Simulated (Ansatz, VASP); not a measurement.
## One calculation of AlN, two programs

File INCAR:

```
SYSTEM = AlN
ALGO = Normal
EDIFF = 1E-7
ENCUT = 520
GGA = PS
ISIF = 2
ISMEAR = -1
LASPH = .TRUE.
LCHARG = .FALSE.
LREAL = .FALSE.
LWAVE = .FALSE.
NBANDS = 16
NELM = 80
PREC = Accurate
SIGMA = 0.03
```

KPOINTS

```
k-points
0
G
  10 10 6
  0 0 0
```

Contents of POSCAR:

```
AlN
1.0
    3.1005973844      0.0000000000      0.0000000000
   -1.5502986922      2.6851961018      0.0000000000
    0.0000000000      0.0000000000      4.9613510462
Al N
2 2
Direct
    0.3333333333      0.6666666667      0.0000000000
    0.6666666667      0.3333333333      0.5000000000
    0.3333333333      0.6666666667      0.3850000000
    0.6666666667      0.3333333333      0.8850000000
```

Input for Ansatz:

```yaml
crystal:
  lattice:
    - [3.1005973844, 0.0, 0.0]
    - [-1.5502986922, 2.6851961018, 0.0]
    - [0.0, 0.0, 4.9613510462]
  atoms:
    - { symbol: Al, position: [0.3333333333, 0.6666666667, 0.0] }
    - { symbol: Al, position: [0.6666666667, 0.3333333333, 0.5] }
    - { symbol: "N", position: [0.3333333333, 0.6666666667, 0.385] }
    - { symbol: "N", position: [0.6666666667, 0.3333333333, 0.885] }
kpoints:
  mp_grid: { grid: [10, 10, 6] }
  band_path:
    path:
      - [0.0, 0.0, 0.0]
      - [0.5, 0.0, 0.0]
      - [0.3333333333, 0.3333333333, 0.0]
      - [0.0, 0.0, 0.0]
      - [0.0, 0.0, 0.5]
      - [0.5, 0.0, 0.5]
      - [0.3333333333, 0.3333333333, 0.5]
      - [0.0, 0.0, 0.5]
      - [0.5, 0.0, 0.5]
    npoints: 5
scf:
  occupations: { method: fermi_dirac, width: 0.03 }
hamiltonian:
  xc: pbesol
  pseudopotentials: { kind: all_electron, lapw: { basis_error: 0.001 } }
output:
  forces: true
  stress: true
  eigenvalues: true
```

Change from the starting cell: volume scaled by 0.99.

Alike in both runs: task single point; functional PBEsol; k mesh 10 × 10 × 6; occupations fermi-dirac, width 0.03 eV; no spin polarisation.

|  | VASP | Ansatz |
| --- | --- | --- |
| version | VASP 6.6.1 | Ansatz 0.2.0 |
| potentials or method | VASP PAW PBE potentials, release 64 (Al, N), cutoff 520 eV | all-electron LAPW, scalar-relativistic |

Ansatz gave:

| Item | Value |
| --- | --- |
| gap on the k mesh at the Fermi level (eV) | 4.17 |
| pressure (GPa) | 2.5 |
| traceless stress, the component that is largest in VASP (GPa) | -1.47 |
| rms of the force components (eV/Å) | 0.103 |

Which values does VASP return?

gap on the k mesh at the Fermi level (eV): 4.18; pressure (GPa): 2.6; traceless stress, the component that is largest in VASP (GPa): -1.51; rms of the force components (eV/Å): 0.103.

VASP's potentials were made for PBE, not for PBEsol. Atom by atom the forces differ by 0.000 eV/Å (rms over components). Ansatz ran all-electron here, and VASP with PAW potentials.
